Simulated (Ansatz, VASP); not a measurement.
## Sc in VASP and in Ansatz

The input INCAR:

```
SYSTEM = Sc
ALGO = Normal ; EDIFF = 1E-6
ENCUT = 520 ; GGA = RE
ISIF = 2 ; ISMEAR = -1
LASPH = .True. ; LCHARG = .False.
LREAL = .False. ; LWAVE = .False.
NBANDS = 12 ; NELM = 100
PREC = Accurate ; SIGMA = 0.1
```

Contents of KPOINTS:

```
k-points
0
Gamma
  12 12 12
  0 0 0
```

File POSCAR:

```
Sc
1.0
    3.1239915598      0.0000000000      0.0000000000
    0.0000000000      3.1239915598      0.0000000000
    0.0000000000      0.0000000000      3.1239915598
Sc
1
Direct
    0.0000000000      0.0000000000      0.0000000000
```

Input for Ansatz:

```yaml
crystal:
  lattice:
    - [3.1239915598, 0.0, 0.0]
    - [0.0, 3.1239915598, 0.0]
    - [0.0, 0.0, 3.1239915598]
  atoms:
    - { symbol: Sc, position: [0.0, 0.0, 0.0] }
hamiltonian:
  xc: revpbe
  pseudopotentials:
    kind: paw
    azcp:
      Sc: "pseudopotentials/Sc.paw.azcp"
basis:
  ecutwfc: 420
  fft_grid_basis: typed
kpoints:
  mp_grid: { grid: [12, 12, 12], shift: [0, 0, 0] }
magnetization:
  spin_polarized: false
scf:
  occupations: { method: fermi_dirac, width: 0.1 }
  lower_state_search: "off"
output:
  stress: true
  write_density: true
  write_potential: true
  elf: true
  volumetric_format: npy
```

Alike in both runs: task single point; functional revPBE; k mesh 12 × 12 × 12; occupations fermi-dirac, width 0.1 eV; no spin polarisation.

|  | VASP | Ansatz |
| --- | --- | --- |
| version | VASP 6.6.1 | Ansatz 0.2.0 |
| potentials or method | VASP PAW PBE potentials, release 64 (Sc_sv), cutoff 520 eV | plane waves (420 eV) with PAW, scalar-relativistic |
| valence electrons in the cell | 11 | 11 |

|  | VASP | Ansatz | Ansatz less VASP |
| --- | --- | --- | --- |
| pressure (GPa) | -3.2 | -3.2 | 0.00 |

VASP's potentials were made for PBE, not for revPBE. The functional is the same, so the differences come from potentials, cutoffs and numerics.
